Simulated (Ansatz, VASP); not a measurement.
Be in VASP and in Ansatz

```
Be
1.0
     2.25751    0.00000    0.00000
     1.12875    1.95506    0.00000
     0.00000    0.00000   24.87808
Be
6
Direct
  0.66667 0.66667 0.32157
  0.00000 0.00000 0.39294
  0.66667 0.66667 0.46431
  0.00000 0.00000 0.53569
  0.66667 0.66667 0.60706
  0.00000 0.00000 0.67843
```

Alike in both runs: task single point; functional PBEsol; k mesh 27 × 27 × 1; no spin polarisation.

```csv
,VASP,Ansatz
version,VASP 6.6.1,Ansatz 0.2.0
potentials or method,"VASP PAW PBE potentials, release 64 (Be)","plane-wave PAW, scalar-relativistic"
plane-wave cutoff (eV),520,420
occupations,"methfessel-paxton of order 1, width 0.1 eV","cold, width 0.1 eV"
valence electrons in the cell,12,12
```

|  | VASP | Ansatz | Ansatz less VASP |
| --- | --- | --- | --- |
| rms of the force components (eV/Å) | 0.067 | 0.060 | -0.0068 |

VASP's potentials were made for PBE, not for PBEsol, and Ansatz warns of the same on its side. Atom by atom the forces differ by 0.007 eV/Å (rms over components).
